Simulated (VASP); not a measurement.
Runs of VASP 6.6.1 on MnO2. The structure is that of space group R-3m (No. 166), or close to it. The cells are those of the table. 

```tsv
level	potentials or basis	cell	k mesh	cutoff (eV)	smearing	gap on the mesh (eV)	pressure (GPa)	moment (μB)	largest force (eV/Å)
r2SCAN+D4	VASP PAW PBE potentials, release 64 (Mn_pv, O)	a = 4.872 Å, angles 34.1°, 3 atoms	3 × 3 × 3	660	tetrahedron	(a)	(c)	3.00	0.07
PBE	VASP PAW PBE potentials, release 64 (Mn_pv, O)	a = 4.872 Å, angles 34.1°, 3 atoms	3 × 3 × 3	600	gaussian 0.1 eV	0.95	6.2	3.00	0.36
LDA	VASP PAW LDA potentials, release 64 (Mn_pv, O)	a = 4.872 Å, angles 34.1°, 3 atoms	3 × 3 × 3	600	methfessel-paxton 0.0680285 eV	(b)	-7.6	3.00	0.42
PBE	VASP PAW PBE potentials, release 64 (Mn_pv, O)	a = 5.234 Å, angles 34.1°, 3 atoms	3 × 3 × 3	600	gaussian 0.1 eV	1.50	-21.9	3.00	1.87
PBE	VASP PAW PBE potentials, release 64 (Mn_pv, O)	a = 4.872 Å, angles 34.1°, 3 atoms	1 × 1 × 2	600	gaussian 0.1 eV	1.28	7.2	3.00	1.91
```

Alike in all rows: task single point; spin collinear, ferromagnetic start.

Question: Fill in the values left out.

Answer: (a) 2.06; (b) 0.44; (c) -0.5.

Caveats: all runs use coarse meshes; an odd mesh through Γ misses points on the zone boundary, where band edges can lie; a cell with one magnetic atom can't hold antiferromagnetic order, which such compounds often take; forces of over 1 eV/Å act on the atoms, so gaps and moduli don't describe the material at rest (at least some runs); the PAW data sets were made with another functional, which shifts forces and pressure a little (at least some runs).
